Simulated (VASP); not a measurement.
Input of a VASP 6.6.1 run:

POSCAR

```
SiC
1.0
    0.0000000000      2.1780523476      2.1780523476
    2.1780523476      0.0000000000      2.1780523476
    2.1780523476      2.1780523476      0.0000000000
Si C
1 1
Direct
    0.0000000000      0.0000000000      0.0000000000
    0.2500000000      0.2500000000      0.2500000000
```

The input INCAR.step1:

```
SYSTEM = SiC
PREC     = Accurate       ! precision mode
ENCUT    = 520            ! plane-wave cutoff, eV
EDIFF    = 1E-5           ! SCF threshold, eV
ISMEAR   = 0              ! smearing method
SIGMA    = 0.01           ! smearing width, eV
LREAL    = .FALSE.        ! projectors in reciprocal space
LASPH    = .TRUE.         ! aspherical terms in the spheres
NELM     = 60             ! most SCF steps
ALGO     = Normal         ! electronic algorithm
ISIF     = 2              ! what is computed and relaxed
LWAVE    = .TRUE.         ! write WAVECAR
LCHARG   = .FALSE.        ! write CHGCAR
NBANDS   = 11             ! bands
GGA      = PE             ! functional
```

File INCAR.step2:

```
SYSTEM = SiC
PREC     = Accurate       ! precision mode
ENCUT    = 520            ! plane-wave cutoff, eV
EDIFF    = 1E-7           ! SCF threshold, eV
ISMEAR   = 0              ! smearing method
SIGMA    = 0.01           ! smearing width, eV
LREAL    = .FALSE.        ! projectors in reciprocal space
LASPH    = .TRUE.         ! aspherical terms in the spheres
NELM     = 60             ! most SCF steps
ALGO     = Normal         ! electronic algorithm
ISIF     = 2              ! what is computed and relaxed
LWAVE    = .FALSE.        ! write WAVECAR
LCHARG   = .FALSE.        ! write CHGCAR
GGA      = PE             ! functional
LHFCALC  = .TRUE.         ! exact exchange
AEXX     = 0.5            ! exact-exchange fraction
HFSCREEN = 0.1            ! screening, 1/A
PRECFOCK = Normal       
NBANDS   = 11             ! bands
ISTART   = 1
```

File KPOINTS:

```
regular mesh
0
G
  4 4 4
  0 0 0
```

Potentials or basis: VASP PAW PBE potentials, release 64 (Si, C).

Launch:

```sh
$ cat potpaw_PBE.64/Si/POTCAR potpaw_PBE.64/C/POTCAR > POTCAR
$ cp INCAR.step1 INCAR
$ mpirun -np 1 vasp_std > vasp.out
$ cp INCAR.step2 INCAR
$ mpirun -np 1 vasp_std > vasp.out
```

(1) What does it give for the pressure?

(2) What does it give for the band gap on the k mesh?

Results:

(1) -6.6 GPa.

(2) 3.96 eV, indirect (least direct gap 7.78 eV).

Caveat: the k points lie up to 0.62 Å⁻¹ apart; the PAW data sets were made with another functional, which shifts forces and pressure a little.
